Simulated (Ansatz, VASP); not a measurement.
# F: VASP beside Ansatz

File INCAR:

```
SYSTEM = F
PREC     = Accurate       ! precision mode
ENCUT    = 520            ! plane-wave cutoff, eV
EDIFF    = 1E-6           ! SCF threshold, eV
ISMEAR   = 0              ! smearing method
SIGMA    = 0.05           ! smearing width, eV
LREAL    = .False.        ! projectors in reciprocal space
LASPH    = .True.         ! aspherical terms in the spheres
NELM     = 100            ! most SCF steps
ALGO     = Normal         ! electronic algorithm
ISIF     = 2              ! what is computed and relaxed
LWAVE    = .False.        ! write WAVECAR
LCHARG   = .True.         ! write CHGCAR
GGA      = PS             ! functional
LELF     = .True.         ! ELF
LVHAR    = .True.       
NBANDS   = 22             ! bands
```

File KPOINTS:

```
regular mesh
0
Gamma
  4 4 2
  0 0 0
```

Contents of POSCAR:

```
F
1.0
    3.0523719292     -1.9006530452     -0.2354252555
    3.0523719292      1.9006530452     -0.2354252555
   -2.2513455936      0.0000000000      7.5934484142
F
4
Direct
    0.0848459664      0.0848459664      0.0940038325
    0.9151540336      0.9151540336      0.9059961675
    0.5015719855      0.5015719855      0.5937195244
    0.4984280145      0.4984280145      0.4062804756
```

Input for Ansatz:

```yaml
crystal:
  lattice:
    - [3.0523719292, -1.9006530452, -0.2354252555]
    - [3.0523719292, 1.9006530452, -0.2354252555]
    - [-2.2513455936, 0.0, 7.5934484142]
  atoms:
    - { symbol: F, position: [0.0848459664, 0.0848459664, 0.0940038325] }
    - { symbol: F, position: [0.9151540336, 0.9151540336, 0.9059961675] }
    - { symbol: F, position: [0.5015719855, 0.5015719855, 0.5937195244] }
    - { symbol: F, position: [0.4984280145, 0.4984280145, 0.4062804756] }
basis:
  ecutwfc: 520.0
kpoints:
  mp_grid: { grid: [4, 4, 2] }
hamiltonian:
  xc: pbesol
scf:
  occupations: { method: gaussian, width: 0.05 }
output:
  forces: true
  stress: true
  eigenvalues: true
```

Change from the starting cell: volume 21.523 Å^3 an atom, stretch along a over the lengths across it, relative to the relaxed cell 0.9230.

Alike in both runs: task single point; functional PBEsol; k mesh 4 × 4 × 2; occupations gaussian, width 0.05 eV; no spin polarisation.

```csv
,VASP,Ansatz
version,VASP 6.6.1,Ansatz 0.2.0
potentials or method,"VASP PAW PBE potentials, release 64 (F), cutoff 520 eV","scalar-relativistic, plane waves, PAW"
valence electrons in the cell,28,28
```

Ansatz gave:

```
gap on the k mesh at the Fermi level (eV)                     : 2.30
least direct gap on the mesh (eV)                             : 2.34
pressure (GPa)                                                : -4.4
traceless stress, the component that is largest in VASP (GPa) : -7.04
rms of the force components (eV/Å)                            : 1.317
```

Q: Which values does VASP return?

A: gap on the k mesh at the Fermi level (eV): 2.24; least direct gap on the mesh (eV): 2.28; pressure (GPa): -4.3; traceless stress, the component that is largest in VASP (GPa): -6.15; rms of the force components (eV/Å): 1.153.

VASP's potentials were made for PBE, not for PBEsol. Atom by atom the forces differ by 0.164 eV/Å (rms over components). With one functional, cell and mesh, what is left measures potentials, basis and numerics.

The k mesh is coarse, so the values compare programs but aren't converged.
